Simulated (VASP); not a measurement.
# WC (P-6m2) in VASP: notebook

WC is run at these levels: r2SCAN; tasks: single point, relaxation of shape and atoms at fixed volume.

Program: VASP 6.6.1. These are calculated values, not measurements. Logs are shortened: lines on timing, memory, paths and dates and some standing lists are left out, and cuts for length are marked.

### Step 1. The cell of the first run

Symmetry: P-6m2, No. 187, hexagonal system. The conventional cell has a = 2.907 Å, b = 2.907 Å, c = 2.837 Å, α = 90.00°, β = 90.00°, γ = 120.00°. Within 3.0 Å of W (site symmetry -6m2) lie 6 C at 2.20 Å and 8 W at 2.84 to 2.91 Å. C (site symmetry -6m2) has 6 W at 2.20 Å and 8 C at 2.84 to 2.91 Å within 3.0 Å.

### Step 2. Single point, r2SCAN

The input, POSCAR:

```
WC
1.0
    2.9065000000      0.0000000000      0.0000000000
   -1.4532500000      2.5171028361      0.0000000000
    0.0000000000      0.0000000000      2.8366000000
W C
1 1
Direct
    0.0000000000      0.0000000000      0.0000000000
    0.6666666667      0.3333333333      0.5000000000
```

The input, INCAR.step1:

```
SYSTEM = WC
PREC = Accurate
ENCUT = 660
ISMEAR = 0
SIGMA = 0.1
LREAL = .False.
LASPH = .True.
NELM = 120
NBANDS = 16
GGA = PE
ALGO = Normal
EDIFF = 1E-5
LWAVE = .True.
LCHARG = .False.
GGA_COMPAT = .False.
```

The input, INCAR.step2:

```
SYSTEM = WC
PREC = Accurate
ENCUT = 660
EDIFF = 1E-6
ISMEAR = 0
SIGMA = 0.1
LREAL = .False.
LASPH = .True.
NELM = 120
ALGO = Normal
ISIF = 2
LWAVE = .False.
LCHARG = .False.
METAGGA = R2SCAN
LMIXTAU = .True.
NBANDS = 16
ISTART = 1
GGA_COMPAT = .False.
```

The input, KPOINTS:

```
regular mesh
0
Gamma
  6 6 6
  0 0 0
```

Potentials or basis: VASP PAW PBE potentials, release 64 (W_sv, C).

Started as:

```bash
$ cat potpaw_PBE.64/W_sv/POTCAR potpaw_PBE.64/C/POTCAR > POTCAR
$ cp INCAR.step1 INCAR
$ mpirun -np 1 vasp_std > vasp.out
$ cp INCAR.step2 INCAR
$ mpirun -np 1 vasp_std > vasp.out
```

OUTCAR:

```text
SYSTEM = WC
   PREC = Accurate
   ENCUT = 660
   EDIFF = 1E-6
   ISMEAR = 0
   LREAL = .False.
   LASPH = .True.
   NELM = 120
   ISIF = 2
   METAGGA = R2SCAN
   ISTART = 1

 ion  position               nearest neighbor table
   1  0.000  0.000  0.000-   2 2.20   2 2.20   2 2.20   2 2.20   2 2.20   2 2.20
   2  0.667  0.333  0.500-   1 2.20   1 2.20   1 2.20   1 2.20   1 2.20   1 2.20

  LATTYP: Found a hexagonal cell.
 ALAT       =     2.9065000000
 C/A-ratio  =     0.9759504559

  Lattice vectors:

 A1 = (   2.9065000000,   0.0000000000,   0.0000000000)
 A2 = (  -1.4532500000,   2.5171028361,   0.0000000000)
 A3 = (   0.0000000000,   0.0000000000,   2.8366000000)

Analysis of symmetry for initial positions (statically):
=====================================================================
 Subroutine PRICEL returns:
 Original cell was already a primitive cell.

 Routine SETGRP: Setting up the symmetry group for a
 hexagonal supercell.

 Subroutine GETGRP returns: Found 12 space group operations
 (whereof 12 operations were pure point group operations)
 out of a pool of 24 trial point group operations.

The static configuration has the point symmetry D_3h.

Analysis of symmetry for dynamics (positions and initial velocities):
=====================================================================
 Subroutine PRICEL returns:
 Original cell was already a primitive cell.

 Routine SETGRP: Setting up the symmetry group for a
 hexagonal supercell.

 Subroutine GETGRP returns: Found 12 space group operations
 (whereof 12 operations were pure point group operations)
 out of a pool of 24 trial point group operations.

The dynamic configuration has the point symmetry D_3h.

 Subroutine INISYM returns: Found 12 space group operations
 (whereof 12 operations are pure point group operations),
 and found     1 'primitive' translations

----------------------------------------------------------------------------------------

                                     Primitive cell

  volume of cell :      20.7525

  direct lattice vectors                    reciprocal lattice vectors
     2.906500000  0.000000000  0.000000000     0.344056425  0.198641070  0.000000000
    -1.453250000  2.517102836  0.000000000     0.000000000  0.397282139  0.000000000
     0.000000000  0.000000000  2.836600000     0.000000000  0.000000000  0.352534725

  length of vectors
     2.906500000  2.906500000  2.836600000     0.397282139  0.397282139  0.352534725

  position of ions in fractional coordinates (direct lattice)
     0.000000000  0.000000000  0.000000000
     0.666666667  0.333333333  0.500000000

  ion indices of the primitive-cell ions
   primitive index   ion index
                 1           1
                 2           2

----------------------------------------------------------------------------------------

 KPOINTS: regular mesh

Automatic generation of k-mesh.
 Grid dimensions read from file:
 generate k-points for:    6    6    6

 Generating k-lattice:

  Cartesian coordinates                     Fractional coordinates (reciprocal lattice)
     0.057342738  0.033106845  0.000000000     0.166666667  0.000000000  0.000000000
     0.000000000  0.066213690  0.000000000     0.000000000  0.166666667  0.000000000
     0.000000000  0.000000000  0.058755787     0.000000000  0.000000000  0.166666667

  Length of vectors
     0.066213690  0.066213690  0.058755787

  Shift w.r.t. Gamma in fractional coordinates (k-lattice)
     0.000000000  0.000000000  0.000000000

 Subroutine IBZKPT returns following result:
 ===========================================

 Found     28 irreducible k-points:

 Following reciprocal coordinates:
            Coordinates               Weight
  0.000000  0.000000  0.000000      1.000000
  0.166667  0.000000  0.000000      6.000000
  0.333333  0.000000  0.000000      6.000000
  0.500000  0.000000  0.000000      3.000000
  0.166667  0.166667  0.000000      6.000000
  0.333333  0.166667  0.000000     12.000000
[... 16 lines left out ...]
  0.166667  0.000000  0.500000      6.000000
  0.333333  0.000000  0.500000      6.000000
 [... further k-points ...]
   k-points           NKPTS =     28   k-points in BZ     NKDIM =     28   number of bands    NBANDS=     16
   number of dos      NEDOS =    301   number of ions     NIONS =      2
   total plane-waves  NPLWV =  13824
   dimension x,y,z NGX =    24 NGY =   24 NGZ =   24
   dimension x,y,z NGXF=    48 NGYF=   48 NGZF=   48
   ions per type =               1   1
   NGX,Y,Z   is equivalent  to a cutoff of  13.73, 13.73, 14.07 a.u.
   NGXF,Y,Z  is equivalent  to a cutoff of  27.46, 27.46, 28.13 a.u.
 SYSTEM =  WC
   PREC   = accura    normal or accurate (medium, high low for compatibility)
   ISTART =      1    job   : 0-new  1-cont  2-samecut
   ICHARG =      0    charge: 1-file 2-atom 10-const
   ISPIN  =      1    spin polarized calculation?
   LNONCOLLINEAR =      F non collinear calculations
   LSORBIT =      F    spin-orbit coupling
   LASPH  =      T    aspherical Exc in radial PAW
   ENCUT  =  660.0 eV  48.51 Ry    6.96 a.u.   6.09  6.09  5.94*2*pi/ulx,y,z
   NELM   =    120;   NELMIN=  2; NELMDL=  0     # of ELM steps
   EDIFF  = 0.1E-05   stopping-criterion for ELM
   LREAL  =      F    real-space projection
[... 7 lines left out ...]
   TEBEG  =    0.0;   TEEND  =   0.0 temperature during run
   PSTRESS=    0.0 pullay stress
   NELECT =      18.0000    total number of electrons
   NUPDOWN=      -1.0000    fix difference up-down
   EMIN   =  10.00;   EMAX   =-10.00  energy-range for DOS
   EFERMI =   0.00;   METHOD = LEGACY
   ISMEAR =     0;   SIGMA  =   0.10  broadening in eV -4-tet -1-fermi 0-gaus
   EFERMI_NEDOS =   21; number of points for ismear=-14 and -15
   IALGO  =     38    algorithm
   IMIX   =      4    mixing-type and parameters
     AMIX     =   0.40;   BMIX     =  1.00
     AMIX_MAG =   1.60;   BMIX_MAG =  1.00
  volume/ion in A,a.u.               =      10.38        70.02
  Fermi-wavevector in a.u.,A,eV,Ry     =   1.561262  2.950358 33.164744  2.437540
  Thomas-Fermi vector in A             =   2.664353
   LORBIT       =      0    0 simple, 1 ext, 2 COOP (PROOUT), +10 PAW based schemes
   METAGGA = R2SCAN    functional components
   LHFCALC =     F    Hartree Fock is set to
   AEXX    =    0.0000 exact exchange contribution
   IVDW    =     0    specifies the selected vdW correction
   LEPSILON=     F    determine dielectric tensor
   LRPA    =     F    only Hartree local field effects (RPA)
 non-spin polarized calculation
 Gauss-broadening in eV      SIGMA  =   0.10
  energy-cutoff  :      660.00
  volume of cell :       20.75
 maximum number of plane-waves:       819
   NGX = 13   NGY = 13   NGZ = 11

 number of electron      18.0000000 magnetization

 Free energy of the ion-electron system (eV)
  ---------------------------------------------------
  ext. energy  EPLUGINS =         0.00000000
  ---------------------------------------------------
  free energy    TOTEN  =       -61.61203851 eV

  energy without entropy =      -61.60979586  energy(sigma->0) =      -61.61091719

 E-fermi :  11.2307     XC(G=0): -14.9702

 val. band max:       11.1822799474   @ k =   0.5000   0.0000   0.5000
 cond. band min:      11.2395240716   @ k =   0.0000   0.0000   0.1667
 fundamental gap:      0.0572441243
 Fermi energy:        11.2307154994

 k-point     1 :       0.0000    0.0000    0.0000
  band No.  band energies     occupation
      1     -64.9965      2.00000
      2     -28.3020      2.00000
      3     -28.1942      2.00000
      4     -28.1942      2.00000
      5      -4.2743      2.00000
      6       6.4654      2.00000
[... 8 lines left out ...]
     15      26.2234      0.00000
     16      28.5557      0.00000

 k-point     2 :       0.1667    0.0000    0.0000
  band No.  band energies     occupation
      1     -64.9802      2.00000
      2     -28.4197      2.00000
      3     -28.2726      2.00000
      4     -28.2453      2.00000
      5      -3.5579      2.00000
      6       6.0908      2.00000
[... 8 lines left out ...]
     15      25.5177      0.00000
     16      30.0739      0.00000

 k-point     3 :       0.3333    0.0000    0.0000
  band No.  band energies     occupation
      1     -64.9474      2.00000
      2     -28.8505      2.00000
      3     -28.3460      2.00000
      4     -28.2133      2.00000
      5      -1.9106      2.00000
      6       4.4138      2.00000
[... 8 lines left out ...]
     15      26.8582      0.00000
     16      28.5389      0.00000

 k-point     4 :       0.5000    0.0000    0.0000
  band No.  band energies     occupation
      1     -64.9310      2.00000
      2     -29.0568      2.00000
      3     -28.3956      2.00000
      4     -28.1834      2.00000
      5      -0.8611      2.00000
      6       3.6326      2.00000
[... 8 lines left out ...]
     15      24.6585      0.00000
     16      30.2410      0.00000

 k-point     5 :       0.1667    0.1667    0.0000
  band No.  band energies     occupation
      1     -64.9556      2.00000
      2     -28.7039      2.00000
      3     -28.3648      2.00000
      4     -28.2282      2.00000
      5      -2.3471      2.00000
      6       4.9178      2.00000
[... 8 lines left out ...]
     15      26.2613      0.00000
     16      29.6824      0.00000

 k-point     6 :       0.3333    0.1667    0.0000
  band No.  band energies     occupation
      1     -64.9310      2.00000
      2     -28.9500      2.00000
      3     -28.5118      2.00000
      4     -28.1835      2.00000
      5      -0.8108      2.00000
      6       3.9644      2.00000
[... 8 lines left out ...]
     15      26.6335      0.00000
     16      28.9862      0.00000
[... 267 lines left out ...]
 k-point    21 :       0.3333    0.3333    0.3333
  band No.  band energies     occupation
      1     -64.8899      2.00000
      2     -28.7441      2.00000
      3     -28.7078      2.00000
      4     -28.6929      2.00000
      5      -0.5588      2.00000
      6       4.1000      2.00000
[... 8 lines left out ...]
     15      24.8937      0.00000
     16      26.6333      0.00000

 k-point    22 :       0.0000    0.0000    0.5000
  band No.  band energies     occupation
      1     -64.9509      2.00000
      2     -29.0877      2.00000
      3     -28.1229      2.00000
      4     -28.1229      2.00000
      5      -0.1656      2.00000
      6       1.9487      2.00000
[... 8 lines left out ...]
     15      23.6125      0.00000
     16      29.2910      0.00000

 k-point    23 :       0.1667    0.0000    0.5000
  band No.  band energies     occupation
      1     -64.9350      2.00000
      2     -29.0420      2.00000
      3     -28.3339      2.00000
      4     -28.1706      2.00000
      5      -0.3973      2.00000
      6       2.8366      2.00000
[... 8 lines left out ...]
     15      25.0990      0.00000
     16      28.8312      0.00000

 k-point    24 :       0.3333    0.0000    0.5000
  band No.  band energies     occupation
      1     -64.9030      2.00000
      2     -28.9494      2.00000
      3     -28.7393      2.00000
      4     -28.2647      2.00000
      5      -0.8374      2.00000
      6       4.1088      2.00000
[... 8 lines left out ...]
     15      25.4304      0.00000
     16      29.2618      0.00000

 [... further k-points ...]

------------------------ aborting loop because EDIFF is reached ----------------------------------------

  FORCE on cell =-STRESS in cart. coord.  units (eV):
  Direction    XX          YY          ZZ          XY          YZ          ZX
  --------------------------------------------------------------------------------------
  -------------------------------------------------------------------------------------
  Total        0.5698689      0.5698689      0.1816673      0.0000000     -0.0000000      0.0000000
  in kB       43.9963019     43.9963019     14.0254868      0.0000000     -0.0000000      0.0000000
  external PRESSURE =      34.0060302 kB  Pullay stress =       0.0000000 kB

 VOLUME and BASIS-vectors are now :
 -----------------------------------------------------------------------------
  energy-cutoff  :      660.00
  volume of cell :       20.75
      direct lattice vectors                 reciprocal lattice vectors
     2.906500000  0.000000000  0.000000000     0.344056425  0.198641070  0.000000000
    -1.453250000  2.517102836  0.000000000     0.000000000  0.397282139  0.000000000
     0.000000000  0.000000000  2.836600000     0.000000000  0.000000000  0.352534725

 POSITION                                       TOTAL-FORCE (eV/Angst)
 -----------------------------------------------------------------------------------
      0.00000      0.00000      0.00000         0.000000     -0.000000      0.000000
      1.45325      0.83903      1.41830        -0.000000      0.000000      0.000000
 -----------------------------------------------------------------------------------
    total drift:                                0.000000     -0.000000      0.000000

  FREE ENERGIE OF THE ION-ELECTRON SYSTEM (eV)
  ---------------------------------------------------
  free  energy   TOTEN  =       -61.6120385131 eV

  energy  without entropy=      -61.6097958597  energy(sigma->0) =      -61.61091719
```

It took 28 s on 1 thread of Intel Xeon Platinum 8488C (Sapphire Rapids), shared host; peak memory 0.15 GiB.

Results:

```
Free energy            : -61.6120 eV
Pressure               : 3.4 GPa
Band gap on the k mesh : zero (bands 9 and 10 overlap by 1.31 eV)
```

Levels at points of the mesh, in eV from the Fermi level:
```tsv
k point	band 6	band 7	band 8	band 9	band 10	band 11	band 12	band 13
(0.00, 0.00, 0.00)	-4.77	-3.75	-3.75	-0.16	3.14	3.14	5.70	5.70
(0.50, 0.00, 0.00)	-7.60	-4.03	-3.97	-0.77	2.22	4.47	4.85	7.02
(0.00, 0.00, 0.50)	-9.28	-2.36	-2.36	-0.85	-0.85	3.55	4.58	4.58
(0.50, 0.00, 0.50)	-7.00	-4.75	-4.64	-0.05	4.34	5.21	6.71	9.41
```

Caveat: the k points lie up to 0.42 Å⁻¹ apart, too coarse for converged energies and pressures of a metal; the PAW data sets were made with another functional, which shifts forces and pressure a little; spin-orbit coupling is left out, which moves the levels of the heavy elements.

(Part 1 of 3 ends here.)
